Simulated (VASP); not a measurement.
Write the native input for VASP 6.6.1 that does the following.

- Task: single point
- Functional: PBE
- Potentials or basis: VASP PAW PBE potentials, release 64 (P, B)
- Cutoff: 420 eV
- k mesh: 1 × 1 × 1, shifted
- Occupations: fermi-dirac, width 0.2482 eV
- Spin: no spin polarisation
- Dipole correction: no
- Mended: yes
- Further INCAR settings: LREAL = Auto; ALGO = Normal; EDIFF = 1e-06; NBANDS = 72; ISYM = -1

The structure of B6P7 lies in POSCAR:

```
B6P7
1.0
    7.0133910000      0.4643600000      0.0424130000
    0.4643600000      7.2659330000      0.0942560000
    0.0424130000      0.0942560000      7.1824730000
P B
14 12
Direct
    1.0489950053      0.3114524200      0.1560565164
    0.8685538344      0.5962570458      0.1750508804
    0.5840192179      0.2647288471      0.6638385847
    0.2108162291      0.1803208878      0.9321092228
    0.8123482912      0.4405618454      0.7436990400
    0.3865647501      0.8985572454      0.5929601431
   -0.0040298157      0.9947655174      0.2502618942
    0.1219853033      0.7900953339      0.5511919100
   -0.1044415756     -0.0313157633      0.7653170961
    0.2438982897      0.4445818991      0.9611175747
    0.0760702526      0.4381825451      0.4877779977
    1.0275989080      0.6552434564      0.9263719920
    0.4988516284      0.5126817576      0.2964793427
    0.7149562838     -0.0629551106      0.4376221750
    0.6345816197      0.8481071549      0.9409365412
    0.6344707018      0.7090752064      0.2645586835
    0.6410490262      0.6441878099      0.8528158228
    0.5100642490      0.0744019920      0.8074570988
    0.5138587042      0.8889031660      0.1871575785
    0.2895001223      1.0115482786      0.3535446547
    1.1509052520      0.7412406122      0.1736018055
    0.5029478947      0.2723392164      0.4337189803
    0.5470916587      0.1064972095      0.2849890561
    0.5251607129      0.0746041001      0.0308731372
    0.3262553683      0.4387657159      0.5023527732
    0.4491931678      0.4497333320      0.8278242473
```

The input as run:

INCAR

```
SYSTEM = B6P7
  PREC = Accurate
  ENCUT = 420
  EDIFF = 1E-6
  ISMEAR = -1
  SIGMA = 0.2482
  LREAL = Auto
  LASPH = .TRUE.
  NELM = 120
  ALGO = Normal
  ISIF = 2
  LWAVE = .FALSE.
  LCHARG = .FALSE.
  GGA = PE
  ISYM = -1
  NBANDS = 72
  GGA_COMPAT = .FALSE.
```

KPOINTS

```
explicit points
1
Reciprocal
  0.25000000   0.25000000   0.25000000 1
```

Potentials or basis: VASP PAW PBE potentials, release 64 (P, B).

Launch:

```bash
$ cat potpaw_PBE.64/P/POTCAR potpaw_PBE.64/B/POTCAR > POTCAR
$ mpirun -np 1 vasp_std > vasp.out
```

It gave:

* Pressure: 3.3 GPa
* Largest force: 5.676 eV/Å

Caveat: the atoms stand as in a frame of molecular dynamics.

It took 56 s on 1 thread of Intel(R) Xeon(R) Platinum 8259CL CPU @ 2.50GHz (Skylake/Cascade Lake) (shared host), peak memory 0.32 GiB.
